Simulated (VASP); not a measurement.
# In (Pm-3n) in VASP: a series of runs

In is run at these levels: PBE; tasks: single point, relaxation of cell and atoms.

Program: VASP 6.6.1. These are calculated values, not measurements. Logs are shortened: lines on timing, memory, paths and dates and some standing lists are left out, and cuts for length are marked.

**1. The cell of the first run**

It takes space group Pm-3n (No. 223, cubic). Conventional cell: a = 6.092 Å, b = 6.092 Å, c = 6.092 Å, α = 90.00°, β = 90.00°, γ = 90.00°. In (site symmetry m-3) has 12 In at 3.41 Å within 4.5 Å. Within 4.0 Å of In (site symmetry -4m2) lie 14 In at 3.05 to 3.73 Å.

**2. Single point, PBE**

The input, INCAR:

```
SYSTEM = In
  PREC = Accurate
  ENCUT = 520
  EDIFF = 1E-6
  ISMEAR = -1
  SIGMA = 0.1
  LREAL = .False.
  LASPH = .True.
  NELM = 100
  ALGO = Normal
  ISIF = 2
  LWAVE = .False.
  LCHARG = .False.
  GGA = PE
  NBANDS = 62
```

The input, KPOINTS:

```
regular mesh
0
Gamma
  5 5 5
  0 0 0
```

The input, POSCAR:

```
In
1.0
    6.0918459163      0.0000000000      0.0000000000
    0.0000000000      6.0918459163      0.0000000000
    0.0000000000      0.0000000000      6.0918459163
In
8
Direct
    1.0000000000      1.0000000000      0.0000000000
    0.5000000000      0.5000000000      0.5000000000
    0.2500000000      1.0000000000      0.5000000000
    0.7500000000      0.0000000000      0.5000000000
    0.5000000000      0.2500000000      1.0000000000
    0.5000000000      0.7500000000      0.0000000000
    1.0000000000      0.5000000000      0.2500000000
    1.0000000000      0.5000000000      0.7500000000
```

Potentials or basis: VASP PAW PBE potentials, release 64 (In_d).

On the command line:

```sh
$ cat potpaw_PBE.64/In_d/POTCAR > POTCAR
$ mpirun -np 1 vasp_std > vasp.out
```

OUTCAR:

```text
SYSTEM = In
   PREC = Accurate
   ENCUT = 520
   EDIFF = 1E-6
   ISMEAR = -1
   LREAL = .False.
   LASPH = .True.
   NELM = 100
   ISIF = 2
   GGA = PE

 ion  position               nearest neighbor table
   1  0.000  0.000  0.000-   3 3.41   4 3.41   5 3.41   6 3.41   7 3.41   8 3.41   3 3.41   4 3.41
                             7 3.41   8 3.41   5 3.41   6 3.41
   2  0.500  0.500  0.500-   3 3.41   4 3.41   5 3.41   6 3.41   7 3.41   8 3.41   5 3.41   6 3.41
                             3 3.41   4 3.41   7 3.41   8 3.41
   3  0.250  0.000  0.500-   4 3.05   4 3.05   1 3.41   1 3.41   2 3.41   2 3.41   5 3.73   6 3.73
                             6 3.73   5 3.73   8 3.73   7 3.73   8 3.73   7 3.73
   4  0.750  0.000  0.500-   3 3.05   3 3.05   1 3.41   1 3.41   2 3.41   2 3.41   5 3.73   6 3.73
                             6 3.73   5 3.73   8 3.73   7 3.73   8 3.73   7 3.73
   5  0.500  0.250  0.000-   6 3.05   6 3.05   1 3.41   2 3.41   2 3.41   1 3.41   3 3.73   4 3.73
                             3 3.73   4 3.73   8 3.73   7 3.73   7 3.73   8 3.73
   6  0.500  0.750  0.000-   5 3.05   5 3.05   1 3.41   2 3.41   2 3.41   1 3.41   3 3.73   4 3.73
                             3 3.73   4 3.73   8 3.73   7 3.73   7 3.73   8 3.73
   7  0.000  0.500  0.250-   8 3.05   8 3.05   1 3.41   2 3.41   1 3.41   2 3.41   3 3.73   4 3.73
                             5 3.73   3 3.73   4 3.73   6 3.73   5 3.73   6 3.73
   8  0.000  0.500  0.750-   7 3.05   7 3.05   1 3.41   2 3.41   1 3.41   2 3.41   3 3.73   4 3.73
                             5 3.73   3 3.73   4 3.73   6 3.73   5 3.73   6 3.73

  LATTYP: Found a simple cubic cell.
 ALAT       =     6.0918459163

  Lattice vectors:

 A1 = (   6.0918459163,   0.0000000000,   0.0000000000)
 A2 = (   0.0000000000,   6.0918459163,   0.0000000000)
 A3 = (   0.0000000000,   0.0000000000,   6.0918459163)

Analysis of symmetry for initial positions (statically):
=====================================================================
 Subroutine PRICEL returns:
 Original cell was already a primitive cell.

 Routine SETGRP: Setting up the symmetry group for a
 simple cubic supercell.

 Subroutine GETGRP returns: Found 48 space group operations
 (whereof 24 operations were pure point group operations)
 out of a pool of 48 trial point group operations.

The static configuration has the point symmetry T_h .
 The point group associated with its full space group is O_h .

Analysis of symmetry for dynamics (positions and initial velocities):
=====================================================================
 Subroutine PRICEL returns:
 Original cell was already a primitive cell.

 Routine SETGRP: Setting up the symmetry group for a
 simple cubic supercell.

 Subroutine GETGRP returns: Found 48 space group operations
 (whereof 24 operations were pure point group operations)
 out of a pool of 48 trial point group operations.

The dynamic configuration has the point symmetry T_h .
 The point group associated with its full space group is O_h .

 Subroutine INISYM returns: Found 48 space group operations
 (whereof 24 operations are pure point group operations),
 and found     1 'primitive' translations

----------------------------------------------------------------------------------------

                                     Primitive cell

  volume of cell :     226.0720

  direct lattice vectors                    reciprocal lattice vectors
     6.091845916  0.000000000  0.000000000     0.164153856  0.000000000  0.000000000
     0.000000000  6.091845916  0.000000000     0.000000000  0.164153856  0.000000000
     0.000000000  0.000000000  6.091845916     0.000000000  0.000000000  0.164153856

  length of vectors
     6.091845916  6.091845916  6.091845916     0.164153856  0.164153856  0.164153856

  position of ions in fractional coordinates (direct lattice)
     0.000000000  0.000000000  0.000000000
     0.500000000  0.500000000  0.500000000
     0.250000000  0.000000000  0.500000000
     0.750000000  0.000000000  0.500000000
     0.500000000  0.250000000  0.000000000
     0.500000000  0.750000000  0.000000000
     0.000000000  0.500000000  0.250000000
     0.000000000  0.500000000  0.750000000

  ion indices of the primitive-cell ions
   primitive index   ion index
                 1           1
                 2           2
                 3           3
                 4           4
                 5           5
                 6           6
                 7           7
                 8           8

----------------------------------------------------------------------------------------

 KPOINTS: regular mesh

Automatic generation of k-mesh.
 Grid dimensions read from file:
 generate k-points for:    5    5    5

 Generating k-lattice:

  Cartesian coordinates                     Fractional coordinates (reciprocal lattice)
     0.032830771  0.000000000  0.000000000     0.200000000  0.000000000  0.000000000
     0.000000000  0.032830771  0.000000000     0.000000000  0.200000000  0.000000000
     0.000000000  0.000000000  0.032830771     0.000000000  0.000000000  0.200000000

  Length of vectors
     0.032830771  0.032830771  0.032830771

  Shift w.r.t. Gamma in fractional coordinates (k-lattice)
     0.000000000  0.000000000  0.000000000

 Subroutine IBZKPT returns following result:
 ===========================================

 Found     10 irreducible k-points:

 Following reciprocal coordinates:
            Coordinates               Weight
  0.000000  0.000000  0.000000      1.000000
  0.200000  0.000000  0.000000      6.000000
  0.400000  0.000000  0.000000      6.000000
  0.200000  0.200000  0.000000     12.000000
  0.400000  0.200000  0.000000     24.000000
  0.400000  0.400000  0.000000     12.000000
  0.200000  0.200000  0.200000      8.000000
  0.400000  0.200000  0.200000     24.000000
  0.400000  0.400000  0.200000     24.000000
  0.400000  0.400000  0.400000      8.000000
   k-points           NKPTS =     10   k-points in BZ     NKDIM =     10   number of bands    NBANDS=     62
   number of dos      NEDOS =    301   number of ions     NIONS =      8
   total plane-waves  NPLWV = 110592
   dimension x,y,z NGX =    48 NGY =   48 NGZ =   48
   dimension x,y,z NGXF=    96 NGYF=   96 NGZF=   96
   ions per type =               8
   NGX,Y,Z   is equivalent  to a cutoff of  13.10, 13.10, 13.10 a.u.
   NGXF,Y,Z  is equivalent  to a cutoff of  26.20, 26.20, 26.20 a.u.
 SYSTEM =  In
   PREC   = accura    normal or accurate (medium, high low for compatibility)
   ISTART =      0    job   : 0-new  1-cont  2-samecut
   ICHARG =      2    charge: 1-file 2-atom 10-const
   ISPIN  =      1    spin polarized calculation?
   LNONCOLLINEAR =      F non collinear calculations
   LSORBIT =      F    spin-orbit coupling
   LASPH  =      T    aspherical Exc in radial PAW
   ENCUT  =  520.0 eV  38.22 Ry    6.18 a.u.  11.33 11.33 11.33*2*pi/ulx,y,z
   NELM   =    100;   NELMIN=  2; NELMDL= -5     # of ELM steps
   EDIFF  = 0.1E-05   stopping-criterion for ELM
   LREAL  =      F    real-space projection
   EDIFFG = 0.1E-04   stopping-criterion for IOM
   NSW    =      0    number of steps for IOM
   IBRION =     -1    ionic relax: 0-MD 1-quasi-New 2-CG
   NFREE  =      0    steps in history (QN), initial steepest desc. (CG)
   ISIF   =      2    stress and relaxation
   ISYM   =      2    0-nonsym 1-usesym 2-fastsym
   POTIM  = 0.5000    time-step for ionic-motion
   TEBEG  =    0.0;   TEEND  =   0.0 temperature during run
   PSTRESS=    0.0 pullay stress
   NELECT =     104.0000    total number of electrons
   NUPDOWN=      -1.0000    fix difference up-down
   EMIN   =  10.00;   EMAX   =-10.00  energy-range for DOS
   EFERMI =   0.00;   METHOD = LEGACY
   ISMEAR =    -1;   SIGMA  =   0.10  broadening in eV -4-tet -1-fermi 0-gaus
   EFERMI_NEDOS =   21; number of points for ismear=-14 and -15
   IALGO  =     38    algorithm
   IMIX   =      4    mixing-type and parameters
     AMIX     =   0.40;   BMIX     =  1.00
     AMIX_MAG =   1.60;   BMIX_MAG =  1.00
  volume/ion in A,a.u.               =      28.26       190.70
  Fermi-wavevector in a.u.,A,eV,Ry     =   1.263777  2.388192 21.730296  1.597132
  Thomas-Fermi vector in A             =   2.397116
   LORBIT       =      0    0 simple, 1 ext, 2 COOP (PROOUT), +10 PAW based schemes
   GGA     = PE    functional components
   LHFCALC =     F    Hartree Fock is set to
   AEXX    =    0.0000 exact exchange contribution
   IVDW    =     0    specifies the selected vdW correction
   LEPSILON=     F    determine dielectric tensor
   LRPA    =     F    only Hartree local field effects (RPA)
 non-spin polarized calculation
  energy-cutoff  :      520.00
  volume of cell :      226.07
 maximum number of plane-waves:      6103
 NGX is ok and might be reduce to    48
   NGX = 23   NGY = 23   NGZ = 23

 number of electron     103.9999991 magnetization

 Free energy of the ion-electron system (eV)
  ---------------------------------------------------
  ext. energy  EPLUGINS =         0.00000000
  ---------------------------------------------------
  free energy    TOTEN  =       -20.29207649 eV

  energy without entropy =      -20.18188835  energy(sigma->0) =      -20.23698242

 E-fermi :   6.8005     XC(G=0):  -9.8828

 val. band max:        6.6932341181   @ k =   0.2000   0.0000   0.0000
 cond. band min:       6.8460117791   @ k =   0.4000   0.2000   0.0000
 fundamental gap:      0.1527776611
 Fermi energy:         6.8005018076

 k-point     1 :       0.0000    0.0000    0.0000
  band No.  band energies     occupation
      1      -8.1450      2.00000
      2      -8.1401      2.00000
      3      -8.1401      2.00000
      4      -7.9763      2.00000
      5      -7.9763      2.00000
      6      -7.9763      2.00000
[... 54 lines left out ...]
     61      10.8625      0.00000
     62      10.8625      0.00000

 k-point     2 :       0.2000    0.0000    0.0000
  band No.  band energies     occupation
      1      -8.1419      2.00000
      2      -8.1392      2.00000
      3      -8.0855      2.00000
      4      -7.9950      2.00000
      5      -7.9640      2.00000
      6      -7.9640      2.00000
[... 54 lines left out ...]
     61       9.8249      0.00000
     62       9.8249      0.00000

 k-point     3 :       0.4000    0.0000    0.0000
  band No.  band energies     occupation
      1      -8.1389      2.00000
      2      -8.1379      2.00000
      3      -8.0067      2.00000
      4      -7.9897      2.00000
      5      -7.9463      2.00000
      6      -7.9463      2.00000
[... 54 lines left out ...]
     61      10.1575      0.00000
     62      10.2608      0.00000

 k-point     4 :       0.2000    0.2000    0.0000
  band No.  band energies     occupation
      1      -8.1394      2.00000
      2      -8.0860      2.00000
      3      -8.0826      2.00000
      4      -7.9894      2.00000
      5      -7.9783      2.00000
      6      -7.9490      2.00000
[... 54 lines left out ...]
     61      10.2926      0.00000
     62      10.3416      0.00000

 k-point     5 :       0.4000    0.2000    0.0000
  band No.  band energies     occupation
      1      -8.1374      2.00000
      2      -8.0823      2.00000
      3      -8.0012      2.00000
      4      -7.9859      2.00000
      5      -7.9594      2.00000
      6      -7.9306      2.00000
[... 54 lines left out ...]
     61      10.4064      0.00000
     62      10.6503      0.00000

 k-point     6 :       0.4000    0.4000    0.0000
  band No.  band energies     occupation
      1      -8.1357      2.00000
      2      -8.0033      2.00000
      3      -8.0011      2.00000
      4      -7.9478      2.00000
      5      -7.9379      2.00000
      6      -7.9349      2.00000
[... 54 lines left out ...]
     61      10.6931      0.00000
     62      10.8002      0.00000

 k-point     7 :       0.2000    0.2000    0.2000
  band No.  band energies     occupation
      1      -8.0860      2.00000
      2      -8.0818      2.00000
      3      -8.0818      2.00000
      4      -7.9751      2.00000
      5      -7.9751      2.00000
      6      -7.9568      2.00000
[... 54 lines left out ...]
     61      10.7020      0.00000
     62      10.7551      0.00000

 k-point     8 :       0.4000    0.2000    0.2000
  band No.  band energies     occupation
      1      -8.0819      2.00000
      2      -8.0808      2.00000
      3      -7.9879      2.00000
      4      -7.9784      2.00000
      5      -7.9505      2.00000
      6      -7.9436      2.00000
[... 54 lines left out ...]
     61      11.1017      0.00000
     62      11.3442      0.00000

 k-point     9 :       0.4000    0.4000    0.2000
  band No.  band energies     occupation
      1      -8.0798      2.00000
      2      -7.9853      2.00000
      3      -7.9837      2.00000
      4      -7.9475      2.00000
      5      -7.9393      2.00000
      6      -7.9338      2.00000
[... 54 lines left out ...]
     61      10.6083      0.00000
     62      10.7188      0.00000

 k-point    10 :       0.4000    0.4000    0.4000
  band No.  band energies     occupation
      1      -7.9564      2.00000
      2      -7.9564      2.00000
      3      -7.9526      2.00000
      4      -7.9465      2.00000
      5      -7.9465      2.00000
      6      -7.9317      2.00000
[... 54 lines left out ...]
     61      10.1680      0.00000
     62      10.4619      0.00000

------------------------ aborting loop because EDIFF is reached ----------------------------------------

  FORCE on cell =-STRESS in cart. coord.  units (eV):
  Direction    XX          YY          ZZ          XY          YZ          ZX
  --------------------------------------------------------------------------------------
  -------------------------------------------------------------------------------------
  Total       -0.0620905     -0.0620905     -0.0620905      0.0000000      0.0000000      0.0000000
  in kB       -0.4400369     -0.4400369     -0.4400369      0.0000000      0.0000000      0.0000000
  external PRESSURE =      -0.4400369 kB  Pullay stress =       0.0000000 kB

 VOLUME and BASIS-vectors are now :
 -----------------------------------------------------------------------------
  energy-cutoff  :      520.00
  volume of cell :      226.07
      direct lattice vectors                 reciprocal lattice vectors
     6.091845916  0.000000000  0.000000000     0.164153856  0.000000000  0.000000000
     0.000000000  6.091845916  0.000000000     0.000000000  0.164153856  0.000000000
     0.000000000  0.000000000  6.091845916     0.000000000  0.000000000  0.164153856

 POSITION                                       TOTAL-FORCE (eV/Angst)
 -----------------------------------------------------------------------------------
      0.00000      0.00000      0.00000        -0.000000      0.000000      0.000000
      3.04592      3.04592      3.04592        -0.000000      0.000000      0.000000
      1.52296      0.00000      3.04592        -0.000000     -0.000000      0.000000
      4.56888      0.00000      3.04592         0.000000      0.000000     -0.000000
      3.04592      1.52296      0.00000        -0.000000      0.000000     -0.000000
      3.04592      4.56888      0.00000         0.000000      0.000000      0.000000
      0.00000      3.04592      1.52296         0.000000      0.000000     -0.000000
      0.00000      3.04592      4.56888        -0.000000     -0.000000      0.000000
 -----------------------------------------------------------------------------------
    total drift:                                0.000000     -0.000000      0.000000

  FREE ENERGIE OF THE ION-ELECTRON SYSTEM (eV)
  ---------------------------------------------------
  free  energy   TOTEN  =       -20.2920764864 eV

  energy  without entropy=      -20.1818883544  energy(sigma->0) =      -20.23698242
```

Wall time 70 s (1 thread of Intel Xeon 6975P-C (Granite Rapids), shared host); peak memory 0.35 GiB.

Results:

| Item | Value |
| --- | --- |
| Free energy | -20.2921 eV |
| Pressure | 0.0 GPa |
| Band gap on the k mesh | zero (bands 52 and 53 overlap by 2.15 eV) |

Caveat: spin-orbit coupling is left out, which moves the levels of the heavy elements.

(Continued in part 2 of 2.)
